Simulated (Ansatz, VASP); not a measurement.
ZrS in VASP and in Ansatz

File POSCAR:

```
ZrS
1.0
    0.0000000000      2.6908384368      2.6908384368
    2.6908384368      0.0000000000      2.6908384368
    2.6908384368      2.6908384368      0.0000000000
Zr S
1 1
Direct
    0.0000000000      0.0000000000      0.0000000000
    0.5000000000      0.5000000000      0.5000000000
```

INCAR.step1

```
PREC     = Accurate       # precision mode
ENCUT    = 520            # plane-wave cutoff, eV
ISMEAR   = 0              # smearing method
SIGMA    = 0.15           # smearing width, eV
LREAL    = F              # projectors in reciprocal space
LASPH    = T              # aspherical terms in the spheres
NELM     = 60             # most SCF steps
NBANDS   = 16             # bands
GGA      = PE             # functional
ALGO     = Normal         # electronic algorithm
EDIFF    = 1E-4           # SCF threshold, eV
LWAVE    = T              # write WAVECAR
LCHARG   = F              # write CHGCAR
```

INCAR.step2

```
PREC     = Accurate       # precision mode
ENCUT    = 520            # plane-wave cutoff, eV
EDIFF    = 1E-6           # SCF threshold, eV
ISMEAR   = 0              # smearing method
SIGMA    = 0.15           # smearing width, eV
LREAL    = F              # projectors in reciprocal space
LASPH    = T              # aspherical terms in the spheres
NELM     = 60             # most SCF steps
ALGO     = Normal         # electronic algorithm
ISIF     = 2              # what is computed and relaxed
LWAVE    = F              # write WAVECAR
LCHARG   = F              # write CHGCAR
METAGGA  = R2SCAN         # meta-GGA
LMIXTAU  = T            
NBANDS   = 16             # bands
ISTART   = 1
```

File KPOINTS:

```
regular mesh
0
Gamma
  20 20 20
```

Input for Ansatz:

```yaml
crystal:
  lattice:
    - [0.0, 2.6908384368, 2.6908384368]
    - [2.6908384368, 0.0, 2.6908384368]
    - [2.6908384368, 2.6908384368, 0.0]
  atoms:
    - { symbol: Zr, position: [0.0, 0.0, 0.0] }
    - { symbol: S, position: [0.5, 0.5, 0.5] }
basis:
  ecutwfc: 500
kpoints:
  mp_grid: { grid: [20, 20, 20] }
hamiltonian:
  xc: r2scan
scf:
  occupations: { method: gaussian, width: 0.15 }
output:
  forces: true
  stress: true
  eigenvalues: true
```

Change from the starting cell: strain +0.030 along x and y, +0.030 along z, atoms carried along.

Alike in both runs: task single point; functional r2SCAN; k mesh 20 × 20 × 20; occupations gaussian, width 0.15 eV; no spin polarisation.

```csv
,VASP,Ansatz
version,VASP 6.6.1,Ansatz 0.2.0
potentials or method,"VASP PAW PBE potentials, release 64 (Zr_sv, S), cutoff 520 eV","scalar-relativistic, plane waves, PAW"
valence electrons in the cell,18,18
```

```csv
,VASP,Ansatz,Ansatz less VASP
gap on the k mesh at the Fermi level (eV),none,none,-
pressure (GPa),-10.2,-10.2,+0.01
```

VASP's potentials were made for PBE, not for r2SCAN. A gap of «none» marks a metal or a gap that the smearing closes. The functional is the same, so the differences come from potentials, cutoffs and numerics.
